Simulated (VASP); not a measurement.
Set up this calculation in VASP 6.6.1, as the native input.

```yaml
Task: single point
Functional: r2SCAN
Potentials_or_basis: VASP PAW PBE potentials, release 64 (Al, Ga_d, N)
Cutoff: 520 eV
k_mesh: 6 × 8 × 4
Occupations: gaussian, width 0.02 eV
Spin: no spin polarisation
Dipole_correction: no
Further_INCAR_settings: ALGO = Normal; EDIFF = 1e-06; NBANDS = 41
```

Crystal: AlGa3N4.

```
Al Ga N
1.0
     5.09777    0.00000   -0.00002
     0.00000    3.13863    0.00000
    -0.00371    0.00000    5.43376
Al Ga N
1 3 4
Direct
  0.00066 0.50000 0.66734
  0.49914 0.50000 0.33512
  0.49917 0.00000 0.83139
  0.99988 0.00000 0.16614
  0.11937 0.50000 0.34062
  0.11731 0.00000 0.82591
  0.62020 0.00000 0.16616
  0.63187 0.50000 0.66732
```

One way to write it, as run:

POSCAR

```
AlGa3N4
1.0
    5.0977651745      0.0000000000     -0.0000214814
    0.0000000000      3.1386294397      0.0000000000
   -0.0037058641      0.0000000000      5.4337572271
Al Ga N
1 3 4
Direct
    0.0006642153      0.5000000000      0.6673366410
    0.4991419739      0.5000000000      0.3351208503
    0.4991738154      0.0000000000      0.8313915276
    0.9998797250      0.0000000000      0.1661413725
    0.1193660151      0.5000000000      0.3406154757
    0.1173094245      0.0000000000      0.8259117808
    0.6201965074      0.0000000000      0.1661624866
    0.6318683335      0.5000000000      0.6673208654
```

INCAR.step1

```
SYSTEM = AlGa3N4
  PREC = Accurate
  ENCUT = 520
  ISMEAR = 0
  SIGMA = 0.02
  LREAL = .FALSE.
  LASPH = .TRUE.
  NELM = 60
  NBANDS = 41
  GGA = PE
  ALGO = Normal
  EDIFF = 1E-4
  LWAVE = .TRUE.
  LCHARG = .FALSE.
```

INCAR.step2

```
SYSTEM = AlGa3N4
  PREC = Accurate
  ENCUT = 520
  EDIFF = 1E-6
  ISMEAR = 0
  SIGMA = 0.02
  LREAL = .FALSE.
  LASPH = .TRUE.
  NELM = 60
  ALGO = Normal
  ISIF = 2
  LWAVE = .FALSE.
  LCHARG = .FALSE.
  METAGGA = R2SCAN
  LMIXTAU = .TRUE.
  NBANDS = 41
  ISTART = 1
```

KPOINTS

```
regular mesh
0
G
  6 8 4
  0 0 0
```

Potentials or basis: VASP PAW PBE potentials, release 64 (Al, Ga_d, N).

Launch:

```console
$ cat potpaw_PBE.64/Al/POTCAR potpaw_PBE.64/Ga_d/POTCAR potpaw_PBE.64/N/POTCAR > POTCAR
$ cp INCAR.step1 INCAR
$ mpirun -np 1 vasp_std > vasp.out
$ cp INCAR.step2 INCAR
$ mpirun -np 1 vasp_std > vasp.out
```

Results of the run:

```json
{
  "Pressure": "5.8 GPa",
  "Largest force": "0.089 eV/Å",
  "Band gap on the k mesh": "3.06 eV"
}
```

Caveat: the cell stands under pressure; the PAW data sets were made with another functional, which shifts forces and pressure a little.

Wall time 8.8 min on 1 thread of Intel(R) Xeon(R) Platinum 8488C (Sapphire Rapids), with other jobs on the host, peak memory 0.33 GiB.
